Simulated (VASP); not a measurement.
# AlCo (Pm-3m) in VASP: a series of runs

AlCo is run at these levels: LDA; tasks: single point.

Program: VASP 6.6.1. These are calculated values, not measurements. Logs are shortened: lines on timing, memory, paths and dates and some standing lists are left out, and cuts for length are marked.

## (1) The cell of the first run

It takes space group Pm-3m (No. 221, cubic). Conventional cell: a = 2.794 Å, b = 2.794 Å, c = 2.794 Å, α = 90.00°, β = 90.00°, γ = 90.00°. Within 3.2 Å of Al (site symmetry m-3m) lie 8 Co at 2.42 Å and 6 Al at 2.79 Å. Within 3.2 Å of Co (site symmetry m-3m) lie 8 Al at 2.42 Å and 6 Co at 2.79 Å.

## (2) Single point, LDA

File INCAR:

```
SYSTEM = AlCo
PREC     = Accurate       ! precision mode
ENCUT    = 520            ! plane-wave cutoff, eV
EDIFF    = 1E-7           ! SCF threshold, eV
ISMEAR   = 0              ! smearing method
SIGMA    = 0.1            ! smearing width, eV
LREAL    = .False.        ! projectors in reciprocal space
LASPH    = .True.         ! aspherical terms in the spheres
NELM     = 80             ! most SCF steps
ALGO     = Normal         ! electronic algorithm
ISIF     = 2              ! what is computed and relaxed
LWAVE    = .False.        ! write WAVECAR
LCHARG   = .False.        ! write CHGCAR
NBANDS   = 13             ! bands
```

File KPOINTS:

```
Automatic mesh
0
Gamma
  14 14 14
  0 0 0
```

File POSCAR:

```
AlCo
1.0
    2.7937192601      0.0000000000      0.0000000000
    0.0000000000      2.7937192601      0.0000000000
    0.0000000000      0.0000000000      2.7937192601
Al Co
1 1
Direct
    0.0000000000      0.0000000000      0.0000000000
    0.5000000000      0.5000000000      0.5000000000
```

Potentials or basis: VASP PAW LDA potentials, release 64 (Al, Co).

On the command line:

```console
> cat potpaw_LDA.64/Al/POTCAR potpaw_LDA.64/Co/POTCAR > POTCAR
> mpirun -np 1 vasp_std > vasp.out
```

OUTCAR:

```text
SYSTEM = AlCo
   PREC = Accurate
   ENCUT = 520
   EDIFF = 1E-7
   ISMEAR = 0
   LREAL = .False.
   LASPH = .True.
   NELM = 80
   ISIF = 2

 ion  position               nearest neighbor table
   1  0.000  0.000  0.000-   2 2.42   2 2.42   2 2.42   2 2.42   2 2.42   2 2.42   2 2.42   2 2.42

   2  0.500  0.500  0.500-   1 2.42   1 2.42   1 2.42   1 2.42   1 2.42   1 2.42   1 2.42   1 2.42

  LATTYP: Found a simple cubic cell.
 ALAT       =     2.7937192601

  Lattice vectors:

 A1 = (   2.7937192601,   0.0000000000,   0.0000000000)
 A2 = (   0.0000000000,   2.7937192601,   0.0000000000)
 A3 = (   0.0000000000,   0.0000000000,   2.7937192601)

Analysis of symmetry for initial positions (statically):
=====================================================================
 Subroutine PRICEL returns:
 Original cell was already a primitive cell.

 Routine SETGRP: Setting up the symmetry group for a
 simple cubic supercell.

 Subroutine GETGRP returns: Found 48 space group operations
 (whereof 48 operations were pure point group operations)
 out of a pool of 48 trial point group operations.

The static configuration has the point symmetry O_h .

Analysis of symmetry for dynamics (positions and initial velocities):
=====================================================================
 Subroutine PRICEL returns:
 Original cell was already a primitive cell.

 Routine SETGRP: Setting up the symmetry group for a
 simple cubic supercell.

 Subroutine GETGRP returns: Found 48 space group operations
 (whereof 48 operations were pure point group operations)
 out of a pool of 48 trial point group operations.

The dynamic configuration has the point symmetry O_h .

 Subroutine INISYM returns: Found 48 space group operations
 (whereof 48 operations are pure point group operations),
 and found     1 'primitive' translations

----------------------------------------------------------------------------------------

                                     Primitive cell

  volume of cell :      21.8046

  direct lattice vectors                    reciprocal lattice vectors
     2.793719260  0.000000000  0.000000000     0.357945773  0.000000000  0.000000000
     0.000000000  2.793719260  0.000000000     0.000000000  0.357945773  0.000000000
     0.000000000  0.000000000  2.793719260     0.000000000  0.000000000  0.357945773

  length of vectors
     2.793719260  2.793719260  2.793719260     0.357945773  0.357945773  0.357945773

  position of ions in fractional coordinates (direct lattice)
     0.000000000  0.000000000  0.000000000
     0.500000000  0.500000000  0.500000000

  ion indices of the primitive-cell ions
   primitive index   ion index
                 1           1
                 2           2

----------------------------------------------------------------------------------------

 KPOINTS: Automatic mesh

Automatic generation of k-mesh.
 Grid dimensions read from file:
 generate k-points for:   14   14   14

 Generating k-lattice:

  Cartesian coordinates                     Fractional coordinates (reciprocal lattice)
     0.025567555  0.000000000  0.000000000     0.071428571  0.000000000  0.000000000
     0.000000000  0.025567555  0.000000000     0.000000000  0.071428571  0.000000000
     0.000000000  0.000000000  0.025567555     0.000000000  0.000000000  0.071428571

  Length of vectors
     0.025567555  0.025567555  0.025567555

  Shift w.r.t. Gamma in fractional coordinates (k-lattice)
     0.000000000  0.000000000  0.000000000

 Subroutine IBZKPT returns following result:
 ===========================================

 Found    120 irreducible k-points:

 Following reciprocal coordinates:
            Coordinates               Weight
  0.000000  0.000000  0.000000      1.000000
  0.071429  0.000000  0.000000      6.000000
  0.142857  0.000000  0.000000      6.000000
  0.214286  0.000000  0.000000      6.000000
  0.285714  0.000000  0.000000      6.000000
  0.357143  0.000000  0.000000      6.000000
[... 16 lines left out ...]
  0.285714  0.214286  0.000000     24.000000
  0.357143  0.214286  0.000000     24.000000
 [... further k-points ...]
   k-points           NKPTS =    120   k-points in BZ     NKDIM =    120   number of bands    NBANDS=     13
   number of dos      NEDOS =    301   number of ions     NIONS =      2
   total plane-waves  NPLWV =  13824
   dimension x,y,z NGX =    24 NGY =   24 NGZ =   24
   dimension x,y,z NGXF=    48 NGYF=   48 NGZF=   48
   ions per type =               1   1
   NGX,Y,Z   is equivalent  to a cutoff of  14.28, 14.28, 14.28 a.u.
   NGXF,Y,Z  is equivalent  to a cutoff of  28.56, 28.56, 28.56 a.u.
 SYSTEM =  AlCo
   PREC   = accura    normal or accurate (medium, high low for compatibility)
   ISTART =      0    job   : 0-new  1-cont  2-samecut
   ICHARG =      2    charge: 1-file 2-atom 10-const
   ISPIN  =      1    spin polarized calculation?
   LNONCOLLINEAR =      F non collinear calculations
   LSORBIT =      F    spin-orbit coupling
   LASPH  =      T    aspherical Exc in radial PAW
   ENCUT  =  520.0 eV  38.22 Ry    6.18 a.u.   5.19  5.19  5.19*2*pi/ulx,y,z
   NELM   =     80;   NELMIN=  2; NELMDL= -5     # of ELM steps
   EDIFF  = 0.1E-06   stopping-criterion for ELM
   LREAL  =      F    real-space projection
   EDIFFG = 0.1E-05   stopping-criterion for IOM
   NSW    =      0    number of steps for IOM
   IBRION =     -1    ionic relax: 0-MD 1-quasi-New 2-CG
   NFREE  =      0    steps in history (QN), initial steepest desc. (CG)
   ISIF   =      2    stress and relaxation
   ISYM   =      2    0-nonsym 1-usesym 2-fastsym
   POTIM  = 0.5000    time-step for ionic-motion
   TEBEG  =    0.0;   TEEND  =   0.0 temperature during run
   PSTRESS=    0.0 pullay stress
   NELECT =      12.0000    total number of electrons
   NUPDOWN=      -1.0000    fix difference up-down
   EMIN   =  10.00;   EMAX   =-10.00  energy-range for DOS
   EFERMI =   0.00;   METHOD = LEGACY
   ISMEAR =     0;   SIGMA  =   0.10  broadening in eV -4-tet -1-fermi 0-gaus
   EFERMI_NEDOS =   21; number of points for ismear=-14 and -15
   IALGO  =     38    algorithm
   IMIX   =      4    mixing-type and parameters
     AMIX     =   0.40;   BMIX     =  1.00
     AMIX_MAG =   1.60;   BMIX_MAG =  1.00
  volume/ion in A,a.u.               =      10.90        73.57
  Fermi-wavevector in a.u.,A,eV,Ry     =   1.341588  2.535234 24.488558  1.799858
  Thomas-Fermi vector in A             =   2.469810
   LORBIT       =      0    0 simple, 1 ext, 2 COOP (PROOUT), +10 PAW based schemes
   GGA     = CA    functional components
   LHFCALC =     F    Hartree Fock is set to
   AEXX    =    0.0000 exact exchange contribution
   IVDW    =     0    specifies the selected vdW correction
   LEPSILON=     F    determine dielectric tensor
   LRPA    =     F    only Hartree local field effects (RPA)
 non-spin polarized calculation
 Gauss-broadening in eV      SIGMA  =   0.10
  energy-cutoff  :      520.00
  volume of cell :       21.80
 maximum number of plane-waves:       624
 NGX is ok and might be reduce to    24

 number of electron      12.0000001 magnetization

 Free energy of the ion-electron system (eV)
  ---------------------------------------------------
  ext. energy  EPLUGINS =         0.00000000
  ---------------------------------------------------
  free energy    TOTEN  =       -13.71201741 eV

  energy without entropy =      -13.70912575  energy(sigma->0) =      -13.71057158

 E-fermi :  11.1260     XC(G=0): -12.8071

 val. band max:       11.1109254004   @ k =   0.5000   0.3571   0.0714
 cond. band min:      11.1933360084   @ k =   0.5000   0.2857   0.0000
 fundamental gap:      0.0824106080
 Fermi energy:        11.1259647210

 k-point     1 :       0.0000    0.0000    0.0000
  band No.  band energies     occupation
      1      -0.2974      2.00000
      2       7.8548      2.00000
      3       7.8548      2.00000
      4      10.2400      2.00000
      5      10.2400      2.00000
      6      10.2400      2.00000
      7      17.3701      0.00000
      8      17.3701      0.00000
      9      17.3701      0.00000
     10      20.1917      0.00000
     11      20.1917      0.00000
     12      27.3002      0.00000
     13      33.3608      0.00000

 k-point     2 :       0.0714    0.0000    0.0000
  band No.  band energies     occupation
      1      -0.1965      2.00000
      2       7.8489      2.00000
      3       7.8837      2.00000
      4      10.1831      2.00000
      5      10.1831      2.00000
      6      10.2462      2.00000
      7      16.4248      0.00000
      8      17.5112      0.00000
      9      17.5112      0.00000
     10      20.1722      0.00000
     11      21.0717      0.00000
     12      27.6104      0.00000
     13      32.2781      0.00000

 k-point     3 :       0.1429    0.0000    0.0000
  band No.  band energies     occupation
      1       0.1043      2.00000
      2       7.8040      2.00000
      3       7.9658      2.00000
      4      10.0307      2.00000
      5      10.0307      2.00000
      6      10.2634      2.00000
      7      14.8483      0.00000
      8      17.9171      0.00000
      9      17.9171      0.00000
     10      20.1148      0.00000
     11      22.4301      0.00000
     12      28.5785      0.00000
     13      30.5361      0.00000

 k-point     4 :       0.2143    0.0000    0.0000
  band No.  band energies     occupation
      1       0.5990      2.00000
      2       7.6315      2.00000
      3       8.0880      2.00000
      4       9.8265      2.00000
      5       9.8265      2.00000
      6      10.2884      2.00000
      7      13.3851      0.00000
      8      18.5463      0.00000
      9      18.5463      0.00000
     10      20.0242      0.00000
     11      23.5775      0.00000
     12      28.7853      0.00000
     13      28.7853      0.00000

 k-point     5 :       0.2857    0.0000    0.0000
  band No.  band energies     occupation
      1       1.2775      2.00000
      2       7.1903      2.00000
      3       8.2289      2.00000
      4       9.6179      2.00000
      5       9.6179      2.00000
      6      10.3163      2.00000
      7      12.2840      0.00000
      8      19.3534      0.00000
      9      19.3534      0.00000
     10      19.9114      0.00000
     11      24.5155      0.00000
     12      27.1243      0.00000
     13      27.1243      0.00000
[... 257 lines left out ...]
 k-point    22 :       0.2143    0.2143    0.0000
  band No.  band energies     occupation
      1       1.4626      2.00000
      2       7.9383      2.00000
      3       7.9609      2.00000
      4       9.3403      2.00000
      5       9.8368      2.00000
      6       9.9540      2.00000
      7      13.5053      0.00000
      8      15.0464      0.00000
      9      19.6722      0.00000
     10      21.3111      0.00000
     11      24.7849      0.00000
     12      26.7858      0.00000
     13      29.1323      0.00000

 k-point    23 :       0.2857    0.2143    0.0000
  band No.  band energies     occupation
      1       2.1120      2.00000
      2       7.5570      2.00000
      3       8.1593      2.00000
      4       9.2010      2.00000
      5       9.6812      2.00000
      6       9.9469      2.00000
      7      12.6346      0.00000
      8      15.2519      0.00000
      9      20.4502      0.00000
     10      20.8040      0.00000
     11      23.9961      0.00000
     12      27.6696      0.00000
     13      28.0657      0.00000

 k-point    24 :       0.3571    0.2143    0.0000
  band No.  band energies     occupation
      1       2.9151      2.00000
      2       6.8572      2.00000
      3       8.3771      2.00000
      4       9.1293      2.00000
      5       9.5188      2.00000
      6       9.9741      2.00000
      7      11.8437      0.00000
      8      15.8795      0.00000
      9      19.8353      0.00000
     10      21.3691      0.00000
     11      23.7917      0.00000
     12      26.1912      0.00000
     13      28.5664      0.00000

 [... further k-points ...]

------------------------ aborting loop because EDIFF is reached ----------------------------------------

  FORCE on cell =-STRESS in cart. coord.  units (eV):
  Direction    XX          YY          ZZ          XY          YZ          ZX
  --------------------------------------------------------------------------------------
  -------------------------------------------------------------------------------------
  Total        0.0445561      0.0445561      0.0445561     -0.0000000     -0.0000000     -0.0000000
  in kB        3.2739293      3.2739293      3.2739293     -0.0000000     -0.0000000     -0.0000000
  external PRESSURE =       3.2739293 kB  Pullay stress =       0.0000000 kB

 VOLUME and BASIS-vectors are now :
 -----------------------------------------------------------------------------
  energy-cutoff  :      520.00
  volume of cell :       21.80
      direct lattice vectors                 reciprocal lattice vectors
     2.793719260  0.000000000  0.000000000     0.357945773  0.000000000  0.000000000
     0.000000000  2.793719260  0.000000000     0.000000000  0.357945773  0.000000000
     0.000000000  0.000000000  2.793719260     0.000000000  0.000000000  0.357945773

 POSITION                                       TOTAL-FORCE (eV/Angst)
 -----------------------------------------------------------------------------------
      0.00000      0.00000      0.00000         0.000000      0.000000      0.000000
      1.39686      1.39686      1.39686         0.000000      0.000000      0.000000
 -----------------------------------------------------------------------------------
    total drift:                                0.000000     -0.000000     -0.000000

  FREE ENERGIE OF THE ION-ELECTRON SYSTEM (eV)
  ---------------------------------------------------
  free  energy   TOTEN  =       -13.7120174138 eV

  energy  without entropy=      -13.7091257450  energy(sigma->0) =      -13.71057158
```

Wall time 26 s (1 thread of AMD EPYC 7R43 (Zen 3), shared host); peak memory 0.12 GiB.

What came out:

| Property | Result |
| --- | --- |
| Free energy | -13.7120 eV |
| Pressure | 0.3 GPa |
| Band gap on the k mesh | zero (bands 6 and 7 overlap by 2.72 eV) |

Levels at points of the mesh, in eV from the Fermi level:
```tsv
k point	band 4	band 5	band 6	band 7	band 8	band 9
(0.00, 0.00, 0.00)	-0.89	-0.89	-0.89	6.24	6.24	6.24
(0.50, 0.00, 0.00)	-1.84	-1.84	-0.76	0.17	8.55	10.92
(0.50, 0.50, 0.00)	-2.74	-1.62	-1.62	-0.30	2.59	3.86
(0.50, 0.50, 0.50)	-0.26	-0.26	2.42	2.42	2.42	4.58
```

Caveat: the run has no spin polarisation, though such a crystal can be magnetic. Spin polarisation is off, so any magnetic state and its effect on volume and gap are missing.

## (3) Single point, LDA

This run uses another cell than the first one, of the same volume but with other edges.

INCAR: that of step 2 with these lines changed.

```diff
@@ -8,7 +8,10 @@
 LASPH    = .True.         ! aspherical terms in the spheres
-NELM     = 80             ! most SCF steps
-ALGO     = Normal         ! electronic algorithm
+NELM     = 60             ! most SCF steps
+ALGO     = Fast           ! electronic algorithm
 ISIF     = 2              ! what is computed and relaxed
 LWAVE    = .False.        ! write WAVECAR
-LCHARG   = .False.        ! write CHGCAR
+LCHARG   = .True.         ! write CHGCAR
+LELF     = .True.         ! ELF
+LVHAR    = .True.       
 NBANDS   = 13             ! bands
+ISYM     = 0
```

File KPOINTS:

```
regular mesh
0
Gamma
  12 9 17
  0 0 0
```

File POSCAR:

```
AlCo
1.0
    2.7937192601      0.0000000000      0.0000000000
    0.0000000000      3.9509156671      0.0000000000
    0.0000000000      1.9754578336      1.9754578336
Al Co
1 1
Direct
    0.0000000000      0.0000000000      0.0000000000
    0.5000000000      0.5000000000      0.0000000000
```

Potentials or basis: VASP PAW LDA potentials, release 64 (Al, Co).

On the command line:

```console
> cat potpaw_LDA.64/Al/POTCAR potpaw_LDA.64/Co/POTCAR > POTCAR
> mpirun -np 1 vasp_std > vasp.out
```

It took 6.8 min on 1 thread of AMD EPYC 7R43 (Zen 3), shared host; peak memory 0.34 GiB.

Results (log left out):

| Quantity | Value |
| --- | --- |
| Free energy | -13.7113 eV |
| Pressure | 0.3 GPa |
| Band gap on the k mesh | zero (bands 6 and 7 overlap by 2.53 eV) |

Levels at points of the mesh, in eV from the Fermi level:
| k point | band 4 | band 5 | band 6 | band 7 | band 8 | band 9 |
| --- | --- | --- | --- | --- | --- | --- |
| (0.00, 0.00, 0.00) | -0.88 | -0.88 | -0.88 | 6.25 | 6.25 | 6.25 |
| (0.50, 0.00, 0.00) | -1.83 | -1.83 | -0.76 | 0.18 | 8.56 | 10.92 |

Caveat: the run has no spin polarisation, though such a crystal can be magnetic. Spin polarisation is off, so any magnetic state and its effect on volume and gap are missing.

The gap in the log of VASP goes by the Fermi energy; the results here count the filled bands.